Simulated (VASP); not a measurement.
Here is a VASP 6.6.1 calculation.

Contents of INCAR:

```
SYSTEM = Zn
  ALGO = Normal
  EDIFF = 1E-6
  ENCUT = 500
  GGA = PE
  GGA_COMPAT = .FALSE.
  ISIF = 2
  ISMEAR = -1
  LASPH = .TRUE.
  LCHARG = .FALSE.
  LREAL = .FALSE.
  LWAVE = .FALSE.
  NBANDS = 32
  NELM = 120
  PREC = Accurate
  SIGMA = 0.1
```

File KPOINTS:

```
k-points
0
G
  14 7 8
  0 0 0
```

POSCAR

```
Zn
1.0
   -1.3179064435      2.2826809196      0.0000000000
    0.0000000000      0.0000000000      5.0929170809
    3.9537193303      2.2826809197      0.0000000000
Zn
4
Direct
    0.5000000000      0.2500000000      0.1666666670
    0.0000000000      0.2500000000      0.6666666670
    0.0000000000      0.7500000000      0.3333333330
    0.5000000000      0.7500000000      0.8333333330
```

Potentials or basis: VASP PAW PBE potentials, release 64 (Zn).

The run is started by

```sh
$ cat potpaw_PBE.64/Zn/POTCAR > POTCAR
$ mpirun -np 1 vasp_std > vasp.out
```

Q: Estimate the band gap on the k mesh.

A: Zero (bands 24 and 25 overlap by 3.37 eV).

Q: Estimate the pressure.

A: 0.5 GPa.

Forces in eV/Å, atoms in the order of the input:
```
Zn  -0.002 -0.001  0.000
Zn  -0.002 -0.001  0.000
Zn   0.002  0.001  0.000
Zn   0.002  0.001  0.000
```
